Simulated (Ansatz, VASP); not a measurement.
**One calculation of H, two programs**

INCAR

```
SYSTEM = H
  ALGO = Normal
  EDIFF = 1E-7
  ENCUT = 520
  GGA = PE
  ISIF = 2
  ISMEAR = 0
  LASPH = .True.
  LCHARG = .False.
  LREAL = .False.
  LWAVE = .False.
  NBANDS = 10
  NELM = 80
  PREC = Accurate
  SIGMA = 0.02
```

File KPOINTS:

```
k-points
0
Gamma
  6 6 6
  0 0 0
```

POSCAR

```
H
1.0
    3.4872038511      0.0000000000      0.0000000000
    0.0000000000      3.4872038511      0.0000000000
    0.0000000000      0.0000000000      4.9062574599
H
4
Direct
    0.0000000000      0.0000000000      0.9235081627
    0.0000000000      0.0000000000      0.0764918373
    0.5000000000      0.5000000000      0.4235081627
    0.5000000000      0.5000000000      0.5764918373
```

Input for Ansatz:

```yaml
crystal:
  lattice:
    - [3.4872038511, 0.0, 0.0]
    - [0.0, 3.4872038511, 0.0]
    - [0.0, 0.0, 4.9062574599]
  atoms:
    - { symbol: H, position: [0.0, 0.0, 0.9235081627] }
    - { symbol: H, position: [0.0, 0.0, 0.0764918373] }
    - { symbol: H, position: [0.5, 0.5, 0.4235081627] }
    - { symbol: H, position: [0.5, 0.5, 0.5764918373] }
basis:
  ecutwfc: 420
kpoints:
  mp_grid: { grid: [6, 6, 6] }
  band_path: { path: [VBM, CBM], npoints: 2 }
hamiltonian:
  xc: pbe
scf:
  occupations: { method: gaussian, width: 0.02 }
output:
  forces: true
  stress: true
  eigenvalues: true
checkpoint:
  read: start.run
  write: ck
  compress: false
  write_wavefunctions: false
  write_every: 100000
```

Alike in both runs: task single point; functional PBE; k mesh 6 × 6 × 6; occupations gaussian, width 0.02 eV; no spin polarisation.

```csv
,VASP,Ansatz
version,VASP 6.6.1,Ansatz 0.2.0
potentials or method,"VASP PAW PBE potentials, release 64 (H), cutoff 520 eV","scalar-relativistic, plane waves, PAW"
valence electrons in the cell,4,4
```

VASP gave:

| Property | Result |
| --- | --- |
| gap on the k mesh at the Fermi level (eV) | 9.43 |
| least direct gap on the mesh (eV) | 9.46 |
| pressure (GPa) | -0.1 |
| traceless stress, the component that is largest in VASP (GPa) | -0.09 |
| rms of the force components (eV/Å) | 0.006 |

Which values does Ansatz return?

gap on the k mesh at the Fermi level (eV): 9.43; least direct gap on the mesh (eV): 9.45; pressure (GPa): 0.0; traceless stress, the component that is largest in VASP (GPa): -0.04; rms of the force components (eV/Å): 0.000.

Atom by atom the forces differ by 0.006 eV/Å (rms over components). With one functional, cell and mesh, what is left measures potentials, basis and numerics.
